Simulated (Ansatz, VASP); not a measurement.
Two plane-wave programs on BaTiO3

```
CELL_PARAMETERS angstrom
4.00822 0.00000 0.00000
0.00000 2.87328 2.88592
0.00000 -2.87328 2.88592
ATOMIC_POSITIONS crystal
Ba 0.00000 0.00808 0.00808
Ti 0.50000 0.51971 0.51971
O 0.00000 0.53061 0.53061
O 0.50000 0.49381 0.98300
O 0.50000 0.98300 0.49381
```

Alike in both runs: task single point; functional PBE; k mesh 6 × 6 × 6; occupations gaussian, width 0.05 eV; no spin polarisation; Hubbard terms Ti d U = 4.0 eV.

|  | VASP | Ansatz |
| --- | --- | --- |
| version | VASP 6.6.1 | Ansatz 0.2.0 |
| potentials or method | VASP PAW PBE potentials, release 64 (Ba_sv, Ti_sv, O), cutoff 520 eV | scalar-relativistic, plane waves, PAW |
| valence electrons in the cell | 40 | 40 |

```tsv
	VASP	Ansatz	Ansatz less VASP
gap on the k mesh at the Fermi level (eV)	2.29	2.34	+0.051
least direct gap on the mesh (eV)	2.54	2.56	+0.020
pressure (GPa)	4.0	0.5	-3.48
traceless stress, the component that is largest in VASP (GPa)	-1.03	-0.95	+0.081
rms of the force components (eV/Å)	0.498	0.379	-0.1195
```

The programs project onto different local orbitals, so the same U acts differently, and such runs can settle in different states. Atom by atom the forces differ by 0.226 eV/Å (rms over components).

Neither program's run includes spin-orbit coupling.
